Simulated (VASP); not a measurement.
# Si2Mo (P6_222) in VASP: notebook, part 2 of 2

VASP 6.6.1. Earlier steps stand in the parts before.

### 4 Single point, PBEsol

This run uses another cell than the first one, of 13.22 Å³/atom.

INCAR

```
SYSTEM = Si2Mo
PREC     = Accurate       ! precision mode
ENCUT    = 520            ! plane-wave cutoff, eV
EDIFF    = 1E-6           ! SCF threshold, eV
ISMEAR   = 0              ! smearing method
SIGMA    = 0.01           ! smearing width, eV
LREAL    = .FALSE.        ! projectors in reciprocal space
LASPH    = .TRUE.         ! aspherical terms in the spheres
NELM     = 100            ! most SCF steps
ALGO     = Normal         ! electronic algorithm
ISIF     = 2              ! what is computed and relaxed
LWAVE    = .FALSE.        ! write WAVECAR
LCHARG   = .FALSE.        ! write CHGCAR
GGA      = PS             ! functional
NBANDS   = 43             ! bands
```

KPOINTS

```
Automatic mesh
0
G
  9 9 6
  0 0 0
```

POSCAR

```
Si2Mo
1.0
    4.5747399305      0.0000000000      0.0000000000
   -2.2873699652      3.9618409955      0.0000000000
    0.0000000000      0.0000000000      6.5669195395
Si Mo
6 3
Direct
    0.1641667992      0.8358332008      0.8333333333
    0.3283335985      0.1641667992      0.1666666667
    0.8358332008      0.6716664015      0.5000000000
    0.8358332008      0.1641667992      0.8333333333
    0.6716664015      0.8358332008      0.1666666667
    0.1641667992      0.3283335985      0.5000000000
    0.5000000000      0.0000000000      0.5000000000
    0.0000000000      0.5000000000      0.1666666667
    0.5000000000      0.5000000000      0.8333333333
```

Potentials or basis: VASP PAW PBE potentials, release 64 (Si, Mo_sv).

On the command line:

```bash
$ cat potpaw_PBE.64/Si/POTCAR potpaw_PBE.64/Mo_sv/POTCAR > POTCAR
$ mpirun -np 1 vasp_std > vasp.out
```

OUTCAR:

```text
SYSTEM = Si2Mo
   PREC = Accurate
   ENCUT = 520
   EDIFF = 1E-6
   ISMEAR = 0
   LREAL = .FALSE.
   LASPH = .TRUE.
   NELM = 100
   ISIF = 2
   GGA = PS

 ion  position               nearest neighbor table
   1  0.164  0.836  0.833-   3 2.55   2 2.55   7 2.56   8 2.56   4 2.60   9 2.63   9 2.63   9 2.66
                             4 2.66   4 2.66   6 3.14   5 3.14
   2  0.328  0.164  0.167-   6 2.55   1 2.55   7 2.56   9 2.56   5 2.60   8 2.63   8 2.63   8 2.66
                             5 2.66   5 2.66   3 3.14   4 3.14
   3  0.836  0.672  0.500-   1 2.55   5 2.55   8 2.56   9 2.56   6 2.60   7 2.63   7 2.63   7 2.66
                             6 2.66   6 2.66   4 3.14   2 3.14
   4  0.836  0.164  0.833-   6 2.55   5 2.55   7 2.56   8 2.56   1 2.60   9 2.63   9 2.63   9 2.66
                             1 2.66   1 2.66   3 3.14   2 3.14
   5  0.672  0.836  0.167-   3 2.55   4 2.55   7 2.56   9 2.56   2 2.60   8 2.63   8 2.63   8 2.66
                             2 2.66   2 2.66   6 3.14   1 3.14
   6  0.164  0.328  0.500-   4 2.55   2 2.55   8 2.56   9 2.56   3 2.60   7 2.63   7 2.63   7 2.66
                             3 2.66   3 2.66   1 3.14   5 3.14
   7  0.500  0.000  0.500-   2 2.56   5 2.56   4 2.56   1 2.56   6 2.63   3 2.63   6 2.63   3 2.63
                             6 2.66   3 2.66   9 3.17   9 3.17   8 3.17   8 3.17
[... 1318 lines left out ...]

------------------------ aborting loop because EDIFF is reached ----------------------------------------

  FORCE on cell =-STRESS in cart. coord.  units (eV):
  Direction    XX          YY          ZZ          XY          YZ          ZX
  --------------------------------------------------------------------------------------
  -------------------------------------------------------------------------------------
  Total        0.2416575      0.2416575      0.2763838      0.0000000      0.0000000      0.0000000
  in kB        3.2530125      3.2530125      3.7204719      0.0000000      0.0000000      0.0000000
  external PRESSURE =       3.4088323 kB  Pullay stress =       0.0000000 kB

 VOLUME and BASIS-vectors are now :
 -----------------------------------------------------------------------------
  energy-cutoff  :      520.00
  volume of cell :      119.02
      direct lattice vectors                 reciprocal lattice vectors
     4.574739930  0.000000000  0.000000000     0.218591661  0.126203954  0.000000000
    -2.287369965  3.961840995  0.000000000     0.000000000  0.252407909  0.000000000
     0.000000000  0.000000000  6.566919539     0.000000000  0.000000000  0.152278400

 POSITION                                       TOTAL-FORCE (eV/Angst)
 -----------------------------------------------------------------------------------
     -1.16084      3.31144      5.47243        -0.001256      0.000725      0.000000
      1.12653      0.65040      1.09449        -0.001256     -0.000725      0.000000
      2.28737      2.66104      3.28346         0.000000      0.001450      0.000000
      3.44821      0.65040      5.47243         0.001256     -0.000725      0.000000
      1.16084      3.31144      1.09449         0.001256      0.000725      0.000000
     -0.00000      1.30081      3.28346        -0.000000     -0.001450      0.000000
      2.28737      0.00000      3.28346         0.000000     -0.000000      0.000000
     -1.14368      1.98092      1.09449         0.000000     -0.000000     -0.000000
      1.14368      1.98092      5.47243         0.000000     -0.000000      0.000000
 -----------------------------------------------------------------------------------
    total drift:                               -0.000000     -0.000000     -0.000001

  FREE ENERGIE OF THE ION-ELECTRON SYSTEM (eV)
  ---------------------------------------------------
  free  energy   TOTEN  =       -74.9878439129 eV

  energy  without entropy=      -74.9878439129  energy(sigma->0) =      -74.98784391
```

OSZICAR:

```text
N       E                     dE             d eps       ncg     rms          rms(c)
DAV:   1     0.540792713327E+03    0.54079E+03   -0.36605E+04  4416   0.148E+03
DAV:   2    -0.517744091990E+02   -0.59257E+03   -0.57213E+03  4742   0.399E+02
DAV:   3    -0.771769027702E+02   -0.25402E+02   -0.24871E+02  5352   0.722E+01
DAV:   4    -0.776568789219E+02   -0.47998E+00   -0.47704E+00  5061   0.924E+00
DAV:   5    -0.776653730061E+02   -0.84941E-02   -0.84766E-02  5154   0.122E+00    0.400E+01
DAV:   6    -0.754672082920E+02    0.21982E+01   -0.16508E+01  4850   0.190E+01    0.908E+00
DAV:   7    -0.751218139594E+02    0.34539E+00   -0.28458E+00  4803   0.747E+00    0.851E+00
DAV:   8    -0.749895887948E+02    0.13223E+00   -0.39491E-01  4852   0.330E+00    0.779E-01
DAV:   9    -0.749885423638E+02    0.10464E-02   -0.21070E-02  5427   0.554E-01    0.414E-01
DAV:  10    -0.749880551990E+02    0.48716E-03   -0.48733E-03  4858   0.398E-01    0.174E-01
DAV:  11    -0.749878465599E+02    0.20864E-03   -0.10818E-03  4841   0.169E-01    0.280E-02
DAV:  12    -0.749878448488E+02    0.17111E-05   -0.40773E-05  5004   0.305E-02    0.157E-02
DAV:  13    -0.749878439129E+02    0.93589E-06   -0.23688E-06  3831   0.685E-03
   1 F= -.74987844E+02 E0= -.74987844E+02  d E =-.127583E-34
```

Wall time 5.7 min (1 thread of Intel Xeon 8259CL, shared host); peak memory 0.35 GiB.

What came out:

```
Free energy            : -74.9878 eV
Pressure               : 0.3 GPa
Band gap on the k mesh : 0.17 eV (least direct gap 0.59 eV)
```

Caveat: the PAW data sets were made with another functional, which shifts forces and pressure a little; an odd mesh through Γ misses points on the zone boundary, where band edges can lie.

### 5 The runs side by side

| cell | k mesh | smearing | gap on the mesh (eV) | pressure (GPa) |
| --- | --- | --- | --- | --- |
| a = 4.585, b = 4.585, c = 6.580 Å, angles 90.0, 90.0, 120.0°, 9 atoms | 6 × 6 × 4 | gaussian 0.1 eV | 0.04 | -1.1 |
| a = 4.575, b = 4.575, c = 6.567 Å, angles 90.0, 90.0, 120.0°, 9 atoms | 9 × 9 × 6 | gaussian 0.1 eV | 0.17 | 0.3 |
| a = 4.575, b = 4.575, c = 6.567 Å, angles 90.0, 90.0, 120.0°, 9 atoms | 9 × 9 × 6 | gaussian 0.01 eV | 0.17 | 0.3 |

Alike in all rows: task single point; level PBEsol; potentials or basis VASP PAW PBE potentials, release 64 (Si, Mo_sv); no spin polarisation; cutoff (eV) 520.

Caveats: the PAW data sets were made with another functional, which shifts forces and pressure a little; an odd mesh through Γ misses points on the zone boundary, where band edges can lie (at least some runs).

Total energies depend on the potentials used, so only differences within one code and one set of settings carry meaning.
